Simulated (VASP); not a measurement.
Input of a VASP 6.6.1 run:

Contents of INCAR:

```
PREC = Accurate
ENCUT = 600
EDIFF = 1E-6
ISMEAR = -1
SIGMA = 0.1
LREAL = False
LASPH = True
NELM = 80
ALGO = Normal
ISIF = 3
LWAVE = False
LCHARG = False
GGA = PE
IBRION = 2
NSW = 60
EDIFFG = -0.005
PSTRESS = 44.0
```

KPOINTS

```
regular mesh
0
Gamma
  11 11 3
```

Contents of POSCAR:

```
Sn
1.0
    3.3104966649      0.0000000000      0.0000000000
   -1.6552483324      2.8669742109      0.0000000000
    0.0000000000      0.0000000000     10.7591141609
Sn
4
Direct
    0.0000000000      0.0000000000      0.0000000000
    0.0000000000      0.0000000000      0.5000000000
    0.3333333333      0.6666666667      0.2500000000
    0.6666666667      0.3333333333      0.7500000000
```

Potentials or basis: VASP PAW PBE potentials, release 64 (Sn_d).

Launch:

```sh
$ cat potpaw_PBE.64/Sn_d/POTCAR > POTCAR
$ mpirun -np 1 vasp_std > vasp.out
```

(1) Estimate the relaxed volume.

(2) What does it give for the relaxed cell?

(3) Predict the space group after relaxing (to 0.05 Å).

(4) Estimate the band gap on the k mesh.

Answers

(1) 25.77 Å³/atom.

(2) a = 3.303 Å, b = 3.303 Å, c = 10.912 Å, α = 90.00°, β = 90.00°, γ = 120.00°.

(3) P6_3/mmc (No. 194).

(4) zero (band 28 reaches 15.12 eV, above the bottom of band 29 at 6.96 eV).

Caveat: the cell is relaxed towards a set pressure, so the enthalpy falls and the energy may rise; spin-orbit coupling is left out, which moves the levels of the heavy elements.
